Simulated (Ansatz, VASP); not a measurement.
Two plane-wave programs on Al2Ru

INCAR

```
SYSTEM = Al2Ru
  ALGO = Fast
  EDIFF = 1E-7
  ENCUT = 520
  GGA = PS
  ISIF = 2
  ISMEAR = 0
  LASPH = .TRUE.
  LCHARG = .FALSE.
  LREAL = .FALSE.
  LWAVE = .FALSE.
  NBANDS = 52
  NELM = 60
  PREC = Accurate
  SIGMA = 0.15
```

File KPOINTS:

```
k-points
0
G
  15 15 3
  0 0 0
```

The input POSCAR:

```
Al2Ru
1.0
   -3.1213577640      0.0000000000      0.0000000000
    0.0000000000     -3.1213577640      0.0000000000
    0.0000000000      0.0000000000     16.8462082954
Al Ru
8 4
Direct
    0.5000000000      0.5000000000      0.5795380412
    1.0000000000      1.0000000000      0.3295380412
    0.5000000000      0.5000000000      0.0795380412
    1.0000000000      1.0000000000      0.8295380412
    0.0000000000      0.0000000000      0.1704619588
    0.5000000000      0.5000000000      0.9204619588
    0.0000000000      0.0000000000      0.6704619588
    0.5000000000      0.5000000000      0.4204619588
    0.0000000000      0.0000000000      0.5000000000
    0.5000000000      0.5000000000      0.2500000000
    0.0000000000      0.0000000000      0.0000000000
    0.5000000000      0.5000000000      0.7500000000
```

Input for Ansatz:

```yaml
crystal:
  lattice:
    - [-3.121357764, 0.0, 0.0]
    - [0.0, -3.121357764, 0.0]
    - [0.0, 0.0, 16.8462082954]
  atoms:
    - { symbol: Al, position: [0.5, 0.5, 0.5795380412] }
    - { symbol: Al, position: [1.0, 1.0, 0.3295380412] }
    - { symbol: Al, position: [0.5, 0.5, 0.0795380412] }
    - { symbol: Al, position: [1.0, 1.0, 0.8295380412] }
    - { symbol: Al, position: [0.0, 0.0, 0.1704619588] }
    - { symbol: Al, position: [0.5, 0.5, 0.9204619588] }
    - { symbol: Al, position: [0.0, 0.0, 0.6704619588] }
    - { symbol: Al, position: [0.5, 0.5, 0.4204619588] }
    - { symbol: Ru, position: [0.0, 0.0, 0.5] }
    - { symbol: Ru, position: [0.5, 0.5, 0.25] }
    - { symbol: Ru, position: [0.0, 0.0, 0.0] }
    - { symbol: Ru, position: [0.5, 0.5, 0.75] }
basis:
  ecutwfc: 420
kpoints:
  mp_grid: { grid: [15, 15, 3] }
hamiltonian:
  xc: pbesol
scf:
  occupations: { method: gaussian, width: 0.15 }
output:
  forces: true
  stress: true
  eigenvalues: true
  write_density: true
  write_potential: true
  elf: true
  volumetric_format: npy
```

Alike in both runs: task single point; functional PBEsol; k mesh 15 × 15 × 3; occupations gaussian, width 0.15 eV; no spin polarisation.

|  | VASP | Ansatz |
| --- | --- | --- |
| version | VASP 6.6.1 | Ansatz 0.2.0 |
| potentials or method | VASP PAW PBE potentials, release 64 (Al, Ru_pv), cutoff 520 eV | scalar-relativistic, plane waves, PAW |
| valence electrons in the cell | 80 | 88 |

```csv
,VASP,Ansatz,Ansatz less VASP
gap on the k mesh at the Fermi level (eV),none,none,-
pressure (GPa),0.1,0.0,-0.06
```

VASP's potentials were made for PBE, not for PBEsol. A gap of «none» marks a metal or a gap that the smearing closes. VASP's potentials hold 80 valence electrons a cell and Ansatz's 88, so a difference there can come from the potentials and not from the codes.
